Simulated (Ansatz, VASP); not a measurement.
## One calculation of C, two programs

INCAR

```
  ALGO = Normal
  EDIFF = 1E-6
  ENCUT = 520
  GGA = PS
  ISIF = 2
  ISMEAR = 0
  IVDW = 12
  LASPH = True
  LCHARG = True
  LELF = True
  LREAL = False
  LVHAR = True
  LWAVE = False
  NBANDS = 11
  NELM = 60
  PREC = Accurate
  SIGMA = 0.05
```

File KPOINTS:

```
k-points
0
Gamma
  15 15 15
```

File POSCAR:

```
C
1.0
    1.2291305633      0.7096388616      3.2835658809
   -1.2291305633      0.7096388616      3.2835658809
    0.0000000000     -1.4192777231      3.2835658809
C
2
Direct
    0.1663339845      0.1663339845      0.1381506351
    0.8336660155      0.8336660155      0.8618493649
```

Input for Ansatz:

```yaml
crystal:
  lattice:
    - [1.2291305633, 0.7096388616, 3.2835658809]
    - [-1.2291305633, 0.7096388616, 3.2835658809]
    - [0.0, -1.4192777231, 3.2835658809]
  atoms:
    - { symbol: C, position: [0.1663339845, 0.1663339845, 0.1381506351] }
    - { symbol: C, position: [0.8336660155, 0.8336660155, 0.8618493649] }
basis:
  ecutwfc: 520.0
kpoints:
  mp_grid: { grid: [15, 15, 15] }
hamiltonian:
  xc: pbesol
  dispersion: d3bj
scf:
  occupations: { method: gaussian, width: 0.05 }
output:
  forces: true
  stress: true
  eigenvalues: true
```

Change from the starting cell: mode 4 frozen in at -0.095 Å and mode 6 at +0.040 Å (largest displacements).

Alike in both runs: task single point; functional PBEsol; dispersion D3(BJ); k mesh 15 × 15 × 15; occupations gaussian, width 0.05 eV; no spin polarisation.

|  | VASP | Ansatz |
| --- | --- | --- |
| version | VASP 6.6.1 | Ansatz 0.2.0 |
| potentials or method | VASP PAW PBE potentials, release 64 (C), cutoff 520 eV | scalar-relativistic, plane waves, PAW |
| valence electrons in the cell | 8 | 8 |

|  | VASP | Ansatz | Ansatz less VASP |
| --- | --- | --- | --- |
| gap on the k mesh at the Fermi level (eV) | 0.16 | 0.16 | 0.000 |
| least direct gap on the mesh (eV) | 0.21 | 0.21 | 0.000 |
| pressure (GPa) | 0.8 | 0.1 | -0.65 |
| traceless stress, the component that is largest in VASP (GPa) | 11.11 | 10.54 | -0.575 |
| rms of the force components (eV/Å) | 2.748 | 2.748 | -0.0004 |

VASP's potentials were made for PBE, not for PBEsol. Atom by atom the forces differ by 0.011 eV/Å (rms over components).
